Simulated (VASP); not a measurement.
Zn, 2 atoms in the cell. Symmetry: P6_3/mmc, No. 194, hexagonal system. The conventional cell has a = 2.665 Å, b = 2.665 Å, c = 4.947 Å, α = 90.00°, β = 90.00°, γ = 120.00°. Within 3.5 Å of Zn (site symmetry -6m2) lie 12 Zn at 2.66 to 2.91 Å. 

- Program: VASP 6.6.1
- Task: electric field gradients
- Functional: LDA
- Potentials or basis: VASP PAW LDA potentials, release 64 (Zn)
- Cutoff: 520 eV
- k mesh: 18 × 18 × 8
- Occupations: fermi-dirac, width 0.03 eV
- Spin: no spin polarisation
- Dipole correction: no
- Further INCAR settings: ALGO = Normal; EDIFF = 1e-08; NBANDS = 19

Potentials or basis: VASP PAW LDA potentials, release 64 (Zn).

Launch:

```bash
$ cat potpaw_LDA.64/Zn/POTCAR > POTCAR
$ mpirun -np 1 vasp_std > vasp.out
```

Hardware: 1 thread of Intel Xeon 8259CL (shared host).

**Question.** Estimate the wall time of this run.

**Answer.** Run time: 110 s on 1 thread of Intel Xeon 8259CL, on a shared host, peak memory 0.2 GiB. Counts: scf iterations 12, k points 185.
